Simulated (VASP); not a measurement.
Runs of VASP 6.6.1 on GaP. The structure is that of space group F-43m (No. 216), or close to it. The cells are those of the table. 

```csv
task,cell,cutoff (eV),gap on the mesh (eV),pressure (GPa)
single point,"a = 3.858 Å, angles 60.0°, 2 atoms",520,1.50,(a)
single point,"a = 3.761 Å, angles 60.0°, 2 atoms",520,1.34,4.1
relaxation of cell and atoms,"relaxed to 4 GPa from a = 3.812 Å, angles 60.0°, 2 atoms",600,1.34,4.0
relaxation of cell and atoms,"relaxed to -3 GPa from a = 3.812 Å, angles 60.0°, 2 atoms",600,1.50,-3.0
```

Alike in all rows: level LDA; potentials or basis VASP PAW LDA potentials, release 64 (Ga_d, P); no spin polarisation; k mesh 8 × 8 × 8; smearing gaussian 0.01 eV.

Q: Estimate the missing entries.

A: (a) -2.9.

Caveats: the cell is relaxed towards a set pressure, so the run minimises the enthalpy, not the energy (at least some runs); the cell stands under pressure (at least some runs).

A k mesh can miss the band edges, and the runs leave out spin-orbit coupling on Ga.
